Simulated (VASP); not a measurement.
Set up this calculation in VASP 6.6.1, as the native input.

```
Task                               : single point
Functional                         : HF
Potentials or basis                : VASP PAW PBE potentials, release 64 (Hf_pv, B)
Cutoff                             : 520 eV
k mesh                             : 5 × 5 × 5
Occupations                        : fermi-dirac, width 0.05 eV
Spin                               : no spin polarisation
Dipole correction                  : no
Grid for exact exchange (PRECFOCK) : Normal
Further INCAR settings             : ALGO = Normal; EDIFF = 1e-07; NBANDS = 14
Share of exact exchange            : 1
```

HfB:

```
Hf B
1.0
     0.00000    2.31000    2.31000
     2.31000    0.00000    2.31000
     2.31000    2.31000    0.00000
Hf B
1 1
Direct
  0.50000 0.50000 0.50000
  0.00000 0.00000 0.00000
```

One way to write it, as run:

POSCAR

```
HfB
1.0
    0.0000000000      2.3100000000      2.3100000000
    2.3100000000      0.0000000000      2.3100000000
    2.3100000000      2.3100000000      0.0000000000
Hf B
1 1
Direct
    0.5000000000      0.5000000000      0.5000000000
    0.0000000000      0.0000000000      0.0000000000
```

INCAR.step1

```
SYSTEM = HfB
PREC     = Accurate       ! precision mode
ENCUT    = 520            ! plane-wave cutoff, eV
EDIFF    = 1E-5           ! SCF threshold, eV
ISMEAR   = -1             ! smearing method
SIGMA    = 0.05           ! smearing width, eV
LREAL    = .False.        ! projectors in reciprocal space
LASPH    = .True.         ! aspherical terms in the spheres
NELM     = 60             ! most SCF steps
ALGO     = Normal         ! electronic algorithm
ISIF     = 2              ! what is computed and relaxed
LWAVE    = .True.         ! write WAVECAR
LCHARG   = .False.        ! write CHGCAR
GGA      = PE             ! functional
NBANDS   = 14             ! bands
```

INCAR.step2

```
SYSTEM = HfB
PREC     = Accurate       ! precision mode
ENCUT    = 520            ! plane-wave cutoff, eV
EDIFF    = 1E-7           ! SCF threshold, eV
ISMEAR   = -1             ! smearing method
SIGMA    = 0.05           ! smearing width, eV
LREAL    = .False.        ! projectors in reciprocal space
LASPH    = .True.         ! aspherical terms in the spheres
NELM     = 60             ! most SCF steps
ALGO     = Normal         ! electronic algorithm
ISIF     = 2              ! what is computed and relaxed
LWAVE    = .False.        ! write WAVECAR
LCHARG   = .False.        ! write CHGCAR
GGA      = PE             ! functional
LHFCALC  = .True.         ! exact exchange
AEXX     = 1.0            ! exact-exchange fraction
ALDAC    = 0.0          
AGGAC    = 0.0          
PRECFOCK = Normal       
ISTART   = 1            
NBANDS   = 14             ! bands
```

KPOINTS

```
regular mesh
0
Gamma
  5 5 5
  0 0 0
```

Potentials or basis: VASP PAW PBE potentials, release 64 (Hf_pv, B).

Command:

```bash
$ cat potpaw_PBE.64/Hf_pv/POTCAR potpaw_PBE.64/B/POTCAR > POTCAR
$ cp INCAR.step1 INCAR
$ mpirun -np 1 vasp_std > vasp.out
$ cp INCAR.step2 INCAR
$ mpirun -np 1 vasp_std > vasp.out
```

Results of the run:

```
Pressure               : 42.1 GPa
Band gap on the k mesh : zero (an odd number of electrons rules out a gap without spin polarisation)
```

Caveat: the k points lie up to 0.47 Å⁻¹ apart, too coarse for converged energies and pressures of a metal; the PAW data sets were made with another functional, which shifts forces and pressure a little; spin-orbit coupling is left out, which moves the levels of the heavy elements.

Run time: 6.9 min on 1 thread of Intel(R) Xeon(R) Platinum 8559C (Emerald Rapids), with other jobs on the host, peak memory 0.16 GiB.
